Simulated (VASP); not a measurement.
# AlN (P6_3mc) in VASP: notebook, part 2 of 2

VASP 6.6.1. The steps go on from the part before.

### Step 4. Single point, PBEsol

This run uses another cell than the first one, of 10.24 Å³/atom, 0.980 times its volume.

INCAR

```
SYSTEM = AlN
PREC = Accurate ; ENCUT = 600
EDIFF = 1E-6 ; ISMEAR = -1
SIGMA = 0.05 ; LREAL = .FALSE.
LASPH = .TRUE. ; NELM = 120
ALGO = Normal ; ISIF = 2
LWAVE = .FALSE. ; LCHARG = .FALSE.
GGA = PS ; NBANDS = 16
GGA_COMPAT = .FALSE.
```

KPOINTS

```
Automatic mesh
0
G
  8 8 5
  0 0 0
```

POSCAR

```
AlN
1.0
    3.0818700000      0.0000000000      0.0000000000
   -1.5409350000      2.6689777112      0.0000000000
    0.0000000000      0.0000000000      4.9810000000
Al N
2 2
Direct
    0.6666666667      0.3333333333      0.5000000000
    0.3333333333      0.6666666667      0.0000000000
    0.6666666667      0.3333333333      0.8800000000
    0.3333333333      0.6666666667      0.3800000000
```

Potentials or basis: VASP PAW PBE potentials, release 64 (Al, N).

Run with:

```console
$ cat potpaw_PBE.64/Al/POTCAR potpaw_PBE.64/N/POTCAR > POTCAR
$ mpirun -np 1 vasp_std > vasp.out
```

OUTCAR:

```text
SYSTEM = AlN
   PREC = Accurate
   ENCUT = 600
   EDIFF = 1E-6
   ISMEAR = -1
   LREAL = .FALSE.
   LASPH = .TRUE.
   NELM = 120
   ISIF = 2
   GGA = PS

 ion  position               nearest neighbor table
   1  0.667  0.333  0.500-   4 1.88   4 1.88   4 1.88   3 1.89   2 3.06   2 3.06   2 3.06   2 3.06
                             2 3.06   2 3.06
   2  0.333  0.667  0.000-   3 1.88   3 1.88   3 1.88   4 1.89   1 3.06   1 3.06   1 3.06   1 3.06
                             1 3.06   1 3.06
   3  0.667  0.333  0.880-   2 1.88   2 1.88   2 1.88   1 1.89
   4  0.333  0.667  0.380-   1 1.88   1 1.88   1 1.88   2 1.89

  LATTYP: Found a hexagonal cell.
 ALAT       =     3.0818700000
 C/A-ratio  =     1.6162265118

  Lattice vectors:

 A1 = (   3.0818700000,   0.0000000000,   0.0000000000)
 A2 = (  -1.5409350000,   2.6689777112,   0.0000000000)
 A3 = (   0.0000000000,   0.0000000000,   4.9810000000)

Analysis of symmetry for initial positions (statically):
=====================================================================
 Subroutine PRICEL returns:
 Original cell was already a primitive cell.

 Routine SETGRP: Setting up the symmetry group for a
 hexagonal supercell.

 Subroutine GETGRP returns: Found 12 space group operations
 (whereof  6 operations were pure point group operations)
 out of a pool of 24 trial point group operations.

The static configuration has the point symmetry C_3v.
 The point group associated with its full space group is C_6v.

Analysis of symmetry for dynamics (positions and initial velocities):
=====================================================================
 Subroutine PRICEL returns:
 Original cell was already a primitive cell.

 Routine SETGRP: Setting up the symmetry group for a
 hexagonal supercell.

 Subroutine GETGRP returns: Found 12 space group operations
 (whereof  6 operations were pure point group operations)
 out of a pool of 24 trial point group operations.

The dynamic configuration has the point symmetry C_3v.
 The point group associated with its full space group is C_6v.
[... 125 lines left out ...]
  Fermi-wavevector in a.u.,A,eV,Ry     =   1.196620  2.261284 19.482171  1.431899
  Thomas-Fermi vector in A             =   2.332556
   LORBIT       =      0    0 simple, 1 ext, 2 COOP (PROOUT), +10 PAW based schemes
   GGA     = PS    functional components
   LHFCALC =     F    Hartree Fock is set to
   AEXX    =    0.0000 exact exchange contribution
   IVDW    =     0    specifies the selected vdW correction
   LEPSILON=     F    determine dielectric tensor
   LRPA    =     F    only Hartree local field effects (RPA)
 non-spin polarized calculation
  energy-cutoff  :      600.00
  volume of cell :       40.97
 maximum number of plane-waves:      1387
 NGX is ok and might be reduce to    28
   NGX = 13   NGY = 13   NGZ = 19

 number of electron      15.9999999 magnetization

 Free energy of the ion-electron system (eV)
  ---------------------------------------------------
  ext. energy  EPLUGINS =         0.00000000
  ---------------------------------------------------
  free energy    TOTEN  =       -31.30038674 eV

  energy without entropy =      -31.30038674  energy(sigma->0) =      -31.30038674

 E-fermi :   7.2355     XC(G=0): -11.1924

 val. band max:        6.1897319760   @ k =   0.0000   0.0000   0.0000
 cond. band min:      10.5400130636   @ k =   0.0000   0.0000   0.0000
 fundamental gap:      4.3502810876
 Fermi energy:         7.2355329286

 k-point     1 :       0.0000    0.0000    0.0000
  band No.  band energies     occupation
      1      -9.0346      2.00000
      2      -6.8299      2.00000
      3       0.0698      2.00000
      4       5.4210      2.00000
      5       5.4210      2.00000
      6       6.0524      2.00000
[... 433 lines left out ...]
      3       0.9042      2.00000
      4       1.3105      2.00000
      5       4.1296      2.00000
      6       4.7071      2.00000
[... 8 lines left out ...]
     15      18.9241      0.00000
     16      20.1545      0.00000

 [... further k-points ...]

------------------------ aborting loop because EDIFF is reached ----------------------------------------

  FORCE on cell =-STRESS in cart. coord.  units (eV):
  Direction    XX          YY          ZZ          XY          YZ          ZX
  --------------------------------------------------------------------------------------
  -------------------------------------------------------------------------------------
  Total        1.3751364      1.3751364      0.6167588      0.0000000      0.0000000      0.0000000
  in kB       53.7750152     53.7750152     24.1184908      0.0000000      0.0000000      0.0000000
  external PRESSURE =      43.8895071 kB  Pullay stress =       0.0000000 kB

 VOLUME and BASIS-vectors are now :
 -----------------------------------------------------------------------------
  energy-cutoff  :      600.00
  volume of cell :       40.97
      direct lattice vectors                 reciprocal lattice vectors
     3.081870000  0.000000000  0.000000000     0.324478320  0.187337645  0.000000000
    -1.540935000  2.668977711  0.000000000     0.000000000  0.374675291  0.000000000
     0.000000000  0.000000000  4.981000000     0.000000000  0.000000000  0.200762899

 POSITION                                       TOTAL-FORCE (eV/Angst)
 -----------------------------------------------------------------------------------
      1.54094      0.88966      2.49050        -0.000000     -0.000000     -0.012678
     -0.00000      1.77932      0.00000         0.000000      0.000000     -0.012678
      1.54094      0.88966      4.38328        -0.000000      0.000000      0.012678
     -0.00000      1.77932      1.89278         0.000000     -0.000000      0.012678
 -----------------------------------------------------------------------------------
    total drift:                               -0.000000      0.000000     -0.000489

  FREE ENERGIE OF THE ION-ELECTRON SYSTEM (eV)
  ---------------------------------------------------
  free  energy   TOTEN  =       -31.3003867367 eV

  energy  without entropy=      -31.3003867367  energy(sigma->0) =      -31.30038674
```

OSZICAR:

```text
N       E                     dE             d eps       ncg     rms          rms(c)
DAV:   1     0.463576091784E+02    0.46358E+02   -0.81067E+03   960   0.101E+03
DAV:   2    -0.317949263110E+02   -0.78153E+02   -0.71717E+02  1288   0.209E+02
DAV:   3    -0.358096157916E+02   -0.40147E+01   -0.40028E+01  1264   0.510E+01
DAV:   4    -0.358338686964E+02   -0.24253E-01   -0.24251E-01  1176   0.417E+00
DAV:   5    -0.358341656129E+02   -0.29692E-03   -0.29691E-03  1296   0.461E-01    0.118E+01
DAV:   6    -0.313518824198E+02    0.44823E+01   -0.95817E+00  1184   0.236E+01    0.420E+00
DAV:   7    -0.313379075495E+02    0.13975E-01   -0.67691E-01  1064   0.578E+00    0.290E+00
DAV:   8    -0.313048398821E+02    0.33068E-01   -0.70522E-02  1112   0.238E+00    0.541E-01
DAV:   9    -0.313001194040E+02    0.47205E-02   -0.12043E-02  1296   0.852E-01    0.242E-01
DAV:  10    -0.313004659121E+02   -0.34651E-03   -0.13952E-03  1096   0.244E-01    0.146E-01
DAV:  11    -0.313003872639E+02    0.78648E-04   -0.13124E-04  1248   0.878E-02    0.310E-02
DAV:  12    -0.313003867367E+02    0.52719E-06   -0.64672E-06  1128   0.215E-02
   1 F= -.31300387E+02 E0= -.31300387E+02  d E =-.153186E-10
```

Wall time 25 s (1 thread of Intel Xeon 6975P-C, shared host); peak memory 0.18 GiB.

Results:

```yaml
Free_energy: -31.3004 eV
Pressure: 4.4 GPa
Largest_force: 0.013 eV/Å
Band_gap_on_the_k_mesh: 4.35 eV, direct
```

Forces in eV/Å, atoms in the order of the input:
```
Al   0.000  0.000 -0.013
Al   0.000  0.000 -0.013
N    0.000  0.000  0.013
N    0.000  0.000  0.013
```

Levels at points of the mesh, in eV from the valence-band top:
```
           k point  band 5  band 6  band 7  band 8  band 9  band 10  band 11  band 12
(0.00, 0.00, 0.00)   -0.77   -0.14   -0.14    0.00    4.35     6.88    10.66    11.33
(0.50, 0.00, 0.00)   -3.37   -2.03   -1.79   -0.64    5.70     5.85     8.32    10.35
```

Caveat: the PAW data sets were made with another functional, which shifts forces and pressure a little. A hybrid or GW would open this gap; PBEsol tends to underestimate it.

### Step 5. Single point, PBEsol

INCAR

```
SYSTEM = AlN
PREC = Accurate
ENCUT = 600
EDIFF = 1E-6
ISMEAR = -1
SIGMA = 0.05
LREAL = .False.
LASPH = .True.
NELM = 120
ALGO = Normal
ISIF = 2
LWAVE = .False.
LCHARG = .False.
GGA = PS
NBANDS = 16
GGA_COMPAT = .False.
```

KPOINTS

```
regular mesh
0
Gamma
  8 8 5
  0 0 0
```

Changes to POSCAR since step 4:

```diff
@@ -2,4 +2,4 @@
 1.0
-    3.0818700000      0.0000000000      0.0000000000
-   -1.5409350000      2.6689777112      0.0000000000
+    3.1130000000      0.0000000000      0.0000000000
+   -1.5565000000      2.6959370820      0.0000000000
     0.0000000000      0.0000000000      4.9810000000
```

Run with:

```console
$ cat potpaw_PBE.64/Al/POTCAR potpaw_PBE.64/N/POTCAR > POTCAR
$ mpirun -np 1 vasp_std > vasp.out
```

Wall time 24 s (1 thread of Intel Xeon 6975P-C, shared host); peak memory 0.18 GiB.

It converged, with:

```yaml
Free_energy: -31.3143 eV
Pressure: 0.0 GPa
Largest_force: 0.132 eV/Å
Band_gap_on_the_k_mesh: 4.15 eV, direct
```

Forces in eV/Å, atoms in the order of the input:
```
Al   0.000  0.000 -0.132
Al   0.000  0.000 -0.132
N    0.000  0.000  0.132
N    0.000  0.000  0.132
```

Stress tensor (GPa, compression positive):
```
-0.45  0.00  0.00
 0.00 -0.45  0.00
 0.00  0.00  1.05
```

Levels at points of the mesh, in eV from the valence-band top:
| k point | band 6 | band 7 | band 8 | band 9 | band 10 | band 11 |
| --- | --- | --- | --- | --- | --- | --- |
| (0.00, 0.00, 0.00) | -0.18 | -0.18 | 0.00 | 4.15 | 6.58 | 10.51 |
| (0.50, 0.00, 0.00) | -2.08 | -1.80 | -0.66 | 5.69 | 5.69 | 8.11 |

Caveat: the PAW data sets were made with another functional, which shifts forces and pressure a little.

### Step 6. Single point, PBEsol

This run uses another cell than the first one, of 10.66 Å³/atom, 1.020 times its volume.

INCAR

```
  PREC = Accurate
  ENCUT = 600
  EDIFF = 1E-6
  ISMEAR = -1
  SIGMA = 0.05
  LREAL = False
  LASPH = True
  NELM = 120
  ALGO = Normal
  ISIF = 2
  LWAVE = False
  LCHARG = True
  GGA = PS
  LELF = True
  LVHAR = True
  NBANDS = 16
  GGA_COMPAT = False
```

KPOINTS

```
regular mesh
0
Gamma
  8 8 5
```

Changes to POSCAR since step 5:

```diff
@@ -2,4 +2,4 @@
 1.0
-    3.1130000000      0.0000000000      0.0000000000
-   -1.5565000000      2.6959370820      0.0000000000
+    3.1441300000      0.0000000000      0.0000000000
+   -1.5720650000      2.7228964528      0.0000000000
     0.0000000000      0.0000000000      4.9810000000
```

Potentials or basis: VASP PAW PBE potentials, release 64 (Al, N).

Run with:

```console
$ cat potpaw_PBE.64/Al/POTCAR potpaw_PBE.64/N/POTCAR > POTCAR
$ mpirun -np 1 vasp_std > vasp.out
```

It took 28 s on 1 thread of Intel Xeon 6975P-C, shared host; peak memory 0.18 GiB.

Results (log left out):

* Free energy: -31.2993 eV
* Pressure: -3.9 GPa
* Largest force: 0.236 eV/Å
* Band gap on the k mesh: 3.95 eV, direct

Forces in eV/Å, atoms in the order of the input:
```
Al   0.000  0.000 -0.236
Al   0.000  0.000 -0.236
N    0.000  0.000  0.236
N    0.000  0.000  0.236
```

Stress tensor (GPa, compression positive):
```
-5.69  0.00  0.00
 0.00 -5.69  0.00
 0.00  0.00 -0.22
```

Levels at points of the mesh, in eV from the valence-band top:
```
           k point  band 6  band 7  band 8  band 9  band 10  band 11
(0.00, 0.00, 0.00)   -0.22   -0.22    0.00    3.95     6.28    10.37
(0.50, 0.00, 0.00)   -2.12   -1.80   -0.68    5.54     5.68     7.91
```

Caveat: the PAW data sets were made with another functional, which shifts forces and pressure a little.

### Step 7. Overview

```csv
level,cell,k mesh,cutoff (eV),grid for exact exchange (PRECFOCK),gap on the mesh (eV),pressure (GPa),largest force (eV/Å)
r2SCAN50,"a = 3.113, b = 3.113, c = 4.981 Å, angles 90.0, 90.0, 120.0°, 4 atoms",5 × 5 × 3,520,Normal,8.65,-7.6,0.12
PBEsol,"a = 3.051, b = 3.051, c = 4.981 Å, angles 90.0, 90.0, 120.0°, 4 atoms",8 × 8 × 5,600,-,4.56,9.2,0.12
PBEsol,"a = 3.082, b = 3.082, c = 4.981 Å, angles 90.0, 90.0, 120.0°, 4 atoms",8 × 8 × 5,600,-,4.35,4.4,0.01
PBEsol,"a = 3.113, b = 3.113, c = 4.981 Å, angles 90.0, 90.0, 120.0°, 4 atoms",8 × 8 × 5,600,-,4.15,0.0,0.13
PBEsol,"a = 3.144, b = 3.144, c = 4.981 Å, angles 90.0, 90.0, 120.0°, 4 atoms",8 × 8 × 5,600,-,3.95,-3.9,0.24
```

Alike in all rows: task single point; potentials or basis VASP PAW PBE potentials, release 64 (Al, N); no spin polarisation; smearing fermi-dirac 0.05 eV.

Caveats: some runs use coarse meshes; the PAW data sets were made with another functional, which shifts forces and pressure a little.

Absolute energies hang on the potentials; compare differences alone.

### Step 8. How close it comes

Step 5. Against the measured gap of AlN, 6.0343 eV (an exciton energy, a little under the gap; 0 K; quoted in “Structural and optical properties of self-assembled AlN nanowires grown on SiO2/Si substrates by molecular beam epitaxy”, 2024, arxiv:2402.00216), the calculated 4.15 eV is off by -1.89 eV. 2 values of this kind are on record (6.034 to 6.0343 eV); this one was drawn at random. The value is that of PBEsol, without temperature or zero-point motion. Semilocal functionals fall short of measured gaps as a rule.
